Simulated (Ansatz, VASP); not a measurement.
## Two plane-wave programs on TiAl3

The input INCAR:

```
SYSTEM = TiAl3
PREC = Accurate
ENCUT = 520
EDIFF = 1E-7
ISMEAR = -1
SIGMA = 0.05
LREAL = .FALSE.
LASPH = .TRUE.
NELM = 80
ALGO = Fast
ISIF = 2
LWAVE = .FALSE.
LCHARG = .FALSE.
GGA = CA
NBANDS = 18
```

KPOINTS

```
Automatic mesh
0
G
  10 10 10
  0 0 0
```

The input POSCAR:

```
TiAl3
1.0
   -1.9362557970      1.9362557970      4.3369998440
    1.9362557970     -1.9362557970      4.3369998440
    1.9362557970      1.9362557970     -4.3369998440
Ti Al
1 3
Direct
    0.0000000000      0.0000000000      0.0000000000
    0.2500000000      0.7500000000      0.5000000000
    0.7500000000      0.2500000000      0.5000000000
    0.5000000000      0.5000000000      0.0000000000
```

File input.yaml:

```yaml
crystal:
  lattice:
    - [-1.936255797, 1.936255797, 4.336999844]
    - [1.936255797, -1.936255797, 4.336999844]
    - [1.936255797, 1.936255797, -4.336999844]
  atoms:
    - { symbol: Ti, position: [0.0, 0.0, 0.0] }
    - { symbol: Al, position: [0.25, 0.75, 0.5] }
    - { symbol: Al, position: [0.75, 0.25, 0.5] }
    - { symbol: Al, position: [0.5, 0.5, 0.0] }
hamiltonian:
  xc: lda
  pseudopotentials: { kind: paw }
kpoints:
  mp_grid: { grid: [10, 10, 10] }
scf:
  occupations: { method: fermi_dirac, width: 0.05 }
output:
  forces: true
  stress: true
  eigenvalues: true
  write_density: true
  write_potential: true
  elf: true
  volumetric_format: npy
```

Alike in both runs: task single point; functional LDA; k mesh 10 × 10 × 10; occupations fermi-dirac, width 0.05 eV; no spin polarisation.

|  | VASP | Ansatz |
| --- | --- | --- |
| version | VASP 6.6.1 | Ansatz 0.2.0 |
| potentials or method | VASP PAW LDA potentials, release 64 (Ti_sv, Al) | Ansatz PAW |
| plane-wave cutoff (eV) | 520 | 420 |
| valence electrons in the cell | 21 | 21 |

Ansatz gave:

| Quantity | Value |
| --- | --- |
| gap on the k mesh at the Fermi level (eV) | none |
| pressure (GPa) | -7.2 |
| traceless stress, the component that is largest in VASP (GPa) | 0.39 |

**Question.** What did VASP give for the same quantities?

**Answer.** gap on the k mesh at the Fermi level (eV): none; pressure (GPa): -7.1; traceless stress, the component that is largest in VASP (GPa): 0.39.

LDA's correlation is that of Perdew and Zunger in VASP and of Perdew and Wang (1992) in Ansatz. A gap of «none» marks a metal or a gap that the smearing closes.
